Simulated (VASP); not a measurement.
Here is a VASP 6.6.1 calculation.

File INCAR:

```
SYSTEM = CdS
  PREC = Accurate
  ENCUT = 600
  EDIFF = 1E-7
  ISMEAR = -1
  SIGMA = 0.05
  LREAL = .False.
  LASPH = .True.
  NELM = 100
  ALGO = Normal
  ISIF = 3
  LWAVE = .False.
  LCHARG = .False.
  GGA = PE
  IBRION = 2
  NSW = 60
  EDIFFG = -0.005
```

Contents of KPOINTS:

```
Automatic mesh
0
Gamma
  13 13 13
  0 0 0
```

POSCAR

```
CdS
1.0
    0.0000000000      2.9131338647      2.9131338647
    2.9131338647      0.0000000000      2.9131338647
    2.9131338647      2.9131338647      0.0000000000
Cd S
1 1
Direct
    0.0000000000      0.0000000000      0.0000000000
    0.2500000000      0.2500000000      0.2500000000
```

Potentials or basis: VASP PAW PBE potentials, release 64 (Cd, S).

Command:

```bash
$ cat potpaw_PBE.64/Cd/POTCAR potpaw_PBE.64/S/POTCAR > POTCAR
$ mpirun -np 1 vasp_std > vasp.out
```

Estimate the relaxed volume.

26.15 Å³/atom.

What does it give for the relaxed cell?

a = 4.197 Å, b = 4.197 Å, c = 4.197 Å, α = 60.00°, β = 60.00°, γ = 60.00°.

Final structure:
```
Cd S
1.0
     0.00000    2.96803    2.96803
     2.96803    0.00000    2.96803
     2.96803    2.96803    0.00000
Cd S
1 1
Direct
  0.00000 0.00000 0.00000
  0.25000 0.25000 0.25000
```
